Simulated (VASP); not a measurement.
The system is Ga2SeS2.

```
Ga Se S
1.0
     4.29933    0.00000    0.00000
    -2.14966    3.72333    0.00000
     0.00000    0.00000    7.26202
Ga Se S
2 1 2
Direct
  0.33333 0.66667 0.26049
  0.66667 0.33333 0.73951
  0.00000 0.00000 0.00000
  0.33333 0.66667 0.63047
  0.66667 0.33333 0.36953
```

| Property | Result |
| --- | --- |
| Program | VASP 6.6.1 |
| Task | relaxation of cell and atoms |
| Functional | PBE |
| Potentials or basis | VASP PAW PBE potentials, release 64 (Ga_d, Se, S) |
| Cutoff | 600 eV |
| k mesh | 6 × 6 × 4 |
| Occupations | gaussian, width 0.1 eV |
| Spin | no spin polarisation |

At the start: pressure -6.8 GPa; volume 23.25 Å³/atom.

Task: Where does the relaxation end?

Result: Over 34 steps the energy falls by 462.3 meV/atom and the volume is 21.81 Å³/atom (-6.2 %); space group P-3m1 (No. 164, to 0.05 Å).

Step by step:
```csv
step,energy change (eV),largest force (eV/Å),pressure (GPa),volume (Å³)
1,0.0000,0.5006,-6.75,116.25
2,-0.5841,0.8474,0.12,100.45
3,-0.6044,1.0265,2.10,97.76
4,-0.9839,1.4298,3.31,95.77
5,-1.4764,2.0473,13.90,88.09
6,-1.5482,1.9104,10.58,89.92
7,-1.7267,1.6733,8.94,91.20
8,-2.0117,0.7441,4.78,94.88
9,-2.0211,0.5049,3.95,95.71
10,-2.0772,0.4576,2.81,96.84
11,-2.1537,0.4220,-0.20,100.22
12,-2.1543,0.4257,-0.43,100.51
13,-2.1643,0.3782,-0.22,100.32
14,-2.1868,0.2976,0.45,99.77
15,-2.1984,0.2658,1.91,98.67
16,-2.2062,0.2241,1.70,99.04
17,-2.2245,0.1024,1.13,100.15
18,-2.2394,0.1265,0.03,102.40
19,-2.2527,0.1197,0.07,102.67
20,-2.2811,0.1175,0.17,103.46
21,-2.2798,0.1522,0.61,104.87
22,-2.2904,0.1285,0.36,104.17
23,-2.2936,0.1276,0.00,105.04
24,-2.2950,0.1252,-0.65,106.73
25,-2.2953,0.1255,-0.51,106.30
26,-2.2975,0.1098,-0.37,106.39
27,-2.3004,0.1864,-0.01,106.64
28,-2.3030,0.1310,0.02,106.71
29,-2.3063,0.0221,0.12,106.85
30,-2.3067,0.0445,0.16,106.91
31,-2.3078,0.0614,0.06,107.35
32,-2.3096,0.1106,-0.26,108.68
33,-2.3104,0.0867,-0.16,108.77
34,-2.3117,0.0168,0.11,109.05
```

Final structure:
```yaml
crystal:
  lattice:
    - [3.61410, 0.00000, 0.00000]
    - [-1.80705, 3.12990, 0.00000]
    - [0.00000, 0.00000, 9.64036]
  atoms:
    - { symbol: Ga, position: [0.33333, 0.66667, 0.19318] }
    - { symbol: Ga, position: [0.66667, 0.33333, 0.80682] }
    - { symbol: Se, position: [0.00000, 0.00000, 0.00000] }
    - { symbol: S, position: [0.33333, 0.66667, 0.68976] }
    - { symbol: S, position: [0.66667, 0.33333, 0.31024] }
```

Caveat: this functional lacks dispersion, which binds the layers, so the pressure and a relaxed spacing across them are unreliable.
